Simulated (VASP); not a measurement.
The system is Na2S.

```
CELL_PARAMETERS angstrom
0.00000 3.25543 3.25543
3.25543 0.00000 3.25543
3.25543 3.25543 0.00000
ATOMIC_POSITIONS crystal
Na 0.25000 0.25000 0.25000
Na 0.75000 0.75000 0.75000
S 0.00000 0.00000 0.00000
```

Base run:

```yaml
Program: VASP 6.6.1
Functional: PBEsol
Dispersion: D3(BJ)
Potentials_or_basis: VASP PAW PBE potentials, release 64 (Na_pv, S)
Cutoff: 500 eV
k_mesh: 6 × 6 × 6
Occupations: gaussian, width 0.01 eV
Spin: no spin polarisation
```

Its results: band gap on the k mesh 2.41 eV, direct; pressure -1.8 GPa.

Q: The run is repeated on the same cell with these changes: dispersion from D3(BJ) to none. What comes out?

A: Band gap on the k mesh 2.41 eV, direct; pressure -0.1 GPa.

Dispersion adds attraction, which lowers the pressure at fixed volume and, as a term added to the energy, leaves the levels alone.

Caveats: the PAW data sets were made with another functional, which shifts forces and pressure a little.

